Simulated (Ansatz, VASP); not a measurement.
## Rb in VASP and in Ansatz

```xyz
4
Lattice="4.8022 0.0000 0.0000 2.4011 8.6736 0.0000 2.4011 0.0000 8.6821" Properties=species:S:1:pos:R:3 pbc="T T T"
Rb    4.8022    2.2548    0.0000
Rb    6.0028    2.0820    4.3410
Rb    2.4011    6.4188    0.0000
Rb    6.0028    6.5916    4.3410
```

Alike in both runs: task single point; functional PBE; k mesh 8 × 8 × 8; occupations gaussian, width 0.05 eV; no spin polarisation.

|  | VASP | Ansatz |
| --- | --- | --- |
| version | VASP 6.6.1 | Ansatz 0.2.0 |
| potentials or method | VASP PAW PBE potentials, release 64 (Rb_sv), cutoff 520 eV | scalar-relativistic, plane waves, PAW |
| valence electrons in the cell | 36 | 36 |

|  | VASP | Ansatz | Ansatz less VASP |
| --- | --- | --- | --- |
| gap on the k mesh at the Fermi level (eV) | none | none | - |
| pressure (GPa) | 0.1 | 0.1 | 0.00 |
| rms of the force components (eV/Å) | 0.004 | 0.003 | -0.0004 |

Atom by atom the forces differ by 0.000 eV/Å (rms over components). A gap of «none» marks a metal or a gap that the smearing closes.
